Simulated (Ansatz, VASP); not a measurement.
**One calculation of TlBr, two programs**

Contents of INCAR:

```
SYSTEM = TlBr
ALGO = Normal
EDIFF = 1E-6
ENCUT = 500
GGA = PE
GGA_COMPAT = .FALSE.
ISIF = 2
ISMEAR = 0
IVDW = 12
LASPH = .TRUE.
LCHARG = .FALSE.
LREAL = .FALSE.
LWAVE = .FALSE.
NBANDS = 17
NELM = 120
PREC = Accurate
SIGMA = 0.01
```

KPOINTS

```
k-points
0
G
  8 8 8
  0 0 0
```

File POSCAR:

```
TlBr
1.0
    4.0055317763      0.0000000000      0.0000000000
    0.0000000000      4.0055317763      0.0000000000
    0.0000000000      0.0000000000      4.0055317763
Tl Br
1 1
Direct
    0.0000000000      0.0000000000      0.0000000000
    0.5000000000      0.5000000000      0.5000000000
```

Input for Ansatz:

```yaml
crystal:
  lattice:
    - [4.0055317763, 0.0, 0.0]
    - [0.0, 4.0055317763, 0.0]
    - [0.0, 0.0, 4.0055317763]
  atoms:
    - { symbol: Tl, position: [0.0, 0.0, 0.0] }
    - { symbol: Br, position: [0.5, 0.5, 0.5] }
basis:
  ecutwfc: 420
kpoints:
  mp_grid: { grid: [8, 8, 8] }
hamiltonian:
  xc: pbe
  dispersion: d3bj
scf:
  occupations: { method: fixed }
output:
  forces: true
  stress: true
  eigenvalues: true
  write_density: true
  write_potential: true
  elf: true
  volumetric_format: npy
```

Alike in both runs: task single point; functional PBE; dispersion D3(BJ); k mesh 8 × 8 × 8; no spin polarisation.

```csv
,VASP,Ansatz
version,VASP 6.6.1,Ansatz 0.2.0
potentials or method,"VASP PAW PBE potentials, release 64 (Tl_d, Br), cutoff 500 eV","scalar-relativistic, plane waves, PAW"
occupations,"gaussian, width 0.01 eV",fixed
valence electrons in the cell,20,20
```

```tsv
	VASP	Ansatz	Ansatz less VASP
gap on the k mesh at the Fermi level (eV)	1.91	1.91	-0.006
least direct gap on the mesh (eV)	1.91	1.91	-0.006
pressure (GPa)	0.0	0.0	+0.03
```

Ansatz's warnings: dispersion switch in reach.

Spin-orbit coupling is off throughout.
